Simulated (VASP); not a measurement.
# BaP (P6/mmm) in VASP: notebook, part 2 of 2

VASP 6.6.1. Earlier steps stand in the parts before.

### Step 4. Relaxation of cell and atoms, PBE

Input file INCAR:

```
SYSTEM = BaP
  PREC = Accurate
  ENCUT = 600
  EDIFF = 1E-6
  ISMEAR = 0
  SIGMA = 0.1
  LREAL = .False.
  LASPH = .True.
  NELM = 60
  ALGO = Normal
  ISIF = 3
  LWAVE = .False.
  LCHARG = .False.
  GGA = PE
  IBRION = 2
  NSW = 90
  EDIFFG = -0.04
```

Input file KPOINTS:

```
Automatic mesh
0
Gamma
  6 6 4
  0 0 0
```

Input file POSCAR:

```
BaP
1.0
    5.1129918100      0.0000000000      0.0000000000
   -2.5564959000      4.4279808000      0.0000000000
    0.0000000000      0.0000000000      5.0599587300
Ba P
2 2
Direct
    0.3333333300      0.6666666700      0.0000000000
    0.6666666700      0.3333333300      0.0000000000
    0.3333333300      0.6666666700      0.5000000000
    0.6666666700      0.3333333300      0.5000000000
```

Started as:

```bash
> cat potpaw_PBE.64/Ba_sv/POTCAR potpaw_PBE.64/P/POTCAR > POTCAR
> mpirun -np 1 vasp_std > vasp.out
```

Wall time 5.3 min (1 thread of Intel Xeon Platinum 8488C (Sapphire Rapids), shared host); peak memory 0.29 GiB.

Results (log left out):

```
Free energy                           : -11.3771 eV
Relaxed volume                        : 42.89 Å³/atom
Relaxed cell                          : a = 5.658 Å, b = 5.658 Å, c = 6.188 Å, α = 90.00°, β = 90.00°, γ = 120.00°
Space group after relaxing (to 0.1 Å) : P6/mmm (No. 191)
Energy gained by relaxing             : 975.9 meV/atom
Ionic steps                           : 10
Pressure after relaxing               : 0.0 GPa
Band gap on the k mesh                : zero (bands 15 and 16 overlap by 1.14 eV)
```

Step by step:
```
step  energy change (eV)  largest force (eV/Å)  pressure (GPa)  volume (Å³)
   1              0.0000                0.0000           23.51       114.56
   2             -2.7978                0.0000           -3.49       194.38
   3             -3.8167                0.0000            0.91       157.16
   4             -3.8159                0.0000            1.14       156.24
   5             -3.8740                0.0000            0.65       161.69
   6             -3.8989                0.0000            0.35       167.18
   7             -3.9023                0.0000            0.25       169.84
   8             -3.9024                0.0000            0.23       170.40
   9             -3.9029                0.0000           -0.17       172.47
  10             -3.9037                0.0000            0.01       171.56
```

Final structure:
```yaml
crystal:
  lattice:
    - [5.65821, 0.00000, 0.00000]
    - [-2.82910, 4.90015, 0.00000]
    - [0.00000, 0.00000, 6.18764]
  atoms:
    - { symbol: Ba, position: [0.33333, 0.66667, 0.00000] }
    - { symbol: Ba, position: [0.66667, 0.33333, 0.00000] }
    - { symbol: P, position: [0.33333, 0.66667, 0.50000] }
    - { symbol: P, position: [0.66667, 0.33333, 0.50000] }
```

Levels at points of the mesh, in eV from the Fermi level:
| k point | band 13 | band 14 | band 15 | band 16 | band 17 | band 18 |
| --- | --- | --- | --- | --- | --- | --- |
| (0.00, 0.00, 0.00) | -1.11 | -0.73 | 0.43 | 0.43 | 0.48 | 1.07 |
| (0.50, 0.00, 0.00) | -0.70 | -0.36 | -0.19 | 0.53 | 0.62 | 0.77 |
| (0.00, 0.00, 0.50) | -2.17 | -1.09 | -0.58 | 0.27 | 0.27 | 1.90 |
| (0.50, 0.00, 0.50) | -1.84 | -1.76 | -0.29 | 0.31 | 0.80 | 1.54 |

Caveat: the volume moved by over 15 % at a fixed basis, so the end points are rough; spin-orbit coupling is left out, which moves the levels of the heavy elements.

### Step 5. Single point, PBE

This run uses another cell than the first one, of 41.51 Å³/atom.

Input file INCAR:

```
PREC = Accurate
ENCUT = 520
EDIFF = 1E-6
ISMEAR = 0
SIGMA = 0.1
LREAL = False
LASPH = True
NELM = 100
ALGO = Normal
ISIF = 2
LWAVE = False
LCHARG = False
GGA = PE
NBANDS = 23
```

Input file KPOINTS:

```
regular mesh
0
Gamma
  12 12 8
```

Input file POSCAR:

```
BaP
1.0
    5.5775175349      0.0000000000      0.0000000000
   -2.7887587675      4.8302718753      0.0000000000
    0.0000000000      0.0000000000      6.1626777960
Ba P
2 2
Direct
    0.3333333333      0.6666666667      0.0000000000
    0.6666666667      0.3333333333      0.0000000000
    0.3333333333      0.6666666667      0.5000000000
    0.6666666667      0.3333333333      0.5000000000
```

Potentials or basis: VASP PAW PBE potentials, release 64 (Ba_sv, P).

Started as:

```bash
> cat potpaw_PBE.64/Ba_sv/POTCAR potpaw_PBE.64/P/POTCAR > POTCAR
> mpirun -np 1 vasp_std > vasp.out
```

OUTCAR:

```text
PREC = Accurate
   ENCUT = 520
   EDIFF = 1E-6
   ISMEAR = 0
   LREAL = False
   LASPH = True
   NELM = 100
   ISIF = 2
   GGA = PE

 ion  position               nearest neighbor table
   1  0.333  0.667  0.000-   3 3.08   3 3.08   2 3.22   2 3.22   2 3.22
   2  0.667  0.333  0.000-   4 3.08   4 3.08   1 3.22   1 3.22   1 3.22
   3  0.333  0.667  0.500-   1 3.08   1 3.08
   4  0.667  0.333  0.500-   2 3.08   2 3.08

  LATTYP: Found a hexagonal cell.
 ALAT       =     5.5775175349
 C/A-ratio  =     1.1049141051
[... 822 lines left out ...]
  Direction    XX          YY          ZZ          XY          YZ          ZX
  --------------------------------------------------------------------------------------
  -------------------------------------------------------------------------------------
  Total        0.3587693      0.3587693      0.9936583     -0.0000000      0.0000000      0.0000000
  in kB        3.4621342      3.4621342      9.5888310     -0.0000000      0.0000000      0.0000000
  external PRESSURE =       5.5043665 kB  Pullay stress =       0.0000000 kB

 VOLUME and BASIS-vectors are now :
 -----------------------------------------------------------------------------
  energy-cutoff  :      520.00
  volume of cell :      166.03
      direct lattice vectors                 reciprocal lattice vectors
     5.577517535  0.000000000  0.000000000     0.179291234  0.103513842  0.000000000
    -2.788758768  4.830271875  0.000000000     0.000000000  0.207027684  0.000000000
     0.000000000  0.000000000  6.162677796     0.000000000  0.000000000  0.162267124

 POSITION                                       TOTAL-FORCE (eV/Angst)
 -----------------------------------------------------------------------------------
     -0.00000      3.22018      0.00000        -0.000000      0.000000     -0.000000
      2.78876      1.61009      0.00000         0.000000      0.000000      0.000000
     -0.00000      3.22018      3.08134         0.000000      0.000000     -0.000000
      2.78876      1.61009      3.08134        -0.000000     -0.000000     -0.000000
 -----------------------------------------------------------------------------------
    total drift:                               -0.000000      0.000000      0.000000

  FREE ENERGIE OF THE ION-ELECTRON SYSTEM (eV)
  ---------------------------------------------------
  free  energy   TOTEN  =       -11.3674372104 eV

  energy  without entropy=      -11.3507370726  energy(sigma->0) =      -11.35908714
```

stdout:

```text
POSCAR found type information on POSCAR BaP
 POSCAR found :  2 types and       4 ions
 scaLAPACK will be used
 LDA part: xc-table for (Slater+PW92), standard interpolation
 POSCAR, INCAR and KPOINTS ok, starting setup
 FFT: planning ... GRIDC
 FFT: planning ... GRID_SOFT
 FFT: planning ... GRID
 WAVECAR not read
 entering main loop
```

It took 4.4 min on 1 thread of Intel Xeon Platinum 8488C (Sapphire Rapids), shared host; peak memory 0.49 GiB.

Results:

```
Free energy            : -11.3674 eV
Pressure               : 0.6 GPa
Band gap on the k mesh : zero (bands 15 and 16 overlap by 1.15 eV)
```

Caveat: spin-orbit coupling is left out, which moves the levels of the heavy elements.

### Step 6. Summary

```tsv
task	cell	k mesh	cutoff (eV)	gap on the mesh (eV)	pressure (GPa)
single point	a = 5.113, b = 5.113, c = 5.060 Å, angles 90.0, 90.0, 120.0°, 4 atoms	6 × 6 × 4	520	none	23.5
single point	a = 5.601, b = 5.601, c = 6.146 Å, angles 90.0, 90.0, 120.0°, 4 atoms	6 × 6 × 4	520	none	0.6
relaxation of cell and atoms	relaxed from a = 5.113, b = 5.113, c = 5.060 Å, angles 90.0, 90.0, 120.0°, 4 atoms	6 × 6 × 4	600	none	0.0
single point	a = 5.578, b = 5.578, c = 6.163 Å, angles 90.0, 90.0, 120.0°, 4 atoms	12 × 12 × 8	520	none	0.6
```

Alike in all rows: level PBE; potentials or basis VASP PAW PBE potentials, release 64 (Ba_sv, P); no spin polarisation; smearing gaussian 0.1 eV.

Caveats: spin-orbit coupling is left out, which moves the levels of the heavy elements; the cell stands under pressure (at least some runs); the volume moved by over 15 % at a fixed basis, so the end points are rough (at least some runs).

Absolute energies hang on the potentials; compare differences alone.
